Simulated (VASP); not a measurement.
A run of VASP 6.6.1:

INCAR

```
PREC = Accurate ; ENCUT = 600
EDIFF = 1E-6 ; ISMEAR = 0
SIGMA = 0.1 ; LREAL = False
LASPH = True ; NELM = 120
ALGO = Normal ; ISIF = 2
LWAVE = False ; LCHARG = True
GGA = PE ; LELF = True
LVHAR = True ; NBANDS = 40
GGA_COMPAT = False
```

The input KPOINTS:

```
Automatic mesh
0
Gamma
  6 6 1
```

File POSCAR:

```
HfAl5N6
1.0
    3.3495991800      0.0000000000      0.0000000000
   -1.6747995900      2.9008379800      0.0000000000
    0.0000000000      0.0000000000     16.4096176800
Hf Al N
1 5 6
Direct
    0.0000000000      0.0000000000      0.5000000000
    0.3333333300      0.6666666700      0.8333333300
    0.6666666700      0.3333333300      0.6666666700
    0.3333333300      0.6666666700      0.3333333300
    0.6666666700      0.3333333300      0.1666666700
    0.0000000000      0.0000000000      0.0000000000
    0.0000000000      0.0000000000      0.7500000000
    0.3333333300      0.6666666700      0.5833333300
    0.6666666700      0.3333333300      0.4166666700
    0.0000000000      0.0000000000      0.2500000000
    0.3333333300      0.6666666700      0.0833333300
    0.6666666700      0.3333333300      0.9166666700
```

Potentials or basis: VASP PAW PBE potentials, release 64 (Hf_pv, Al, N).

Command:

```bash
$ cat potpaw_PBE.64/Hf_pv/POTCAR potpaw_PBE.64/Al/POTCAR potpaw_PBE.64/N/POTCAR > POTCAR
$ mpirun -np 1 vasp_std > vasp.out
```

Hardware: 1 thread of Intel(R) Xeon(R) Platinum 8488C (Sapphire Rapids), on a shared host.

Q: Estimate the wall time of this run.

A: Run time: 85 s on 1 thread of Intel(R) Xeon(R) Platinum 8488C (Sapphire Rapids), on a shared host, peak memory 0.34 GiB. Counts: scf iterations 17, k points 7.
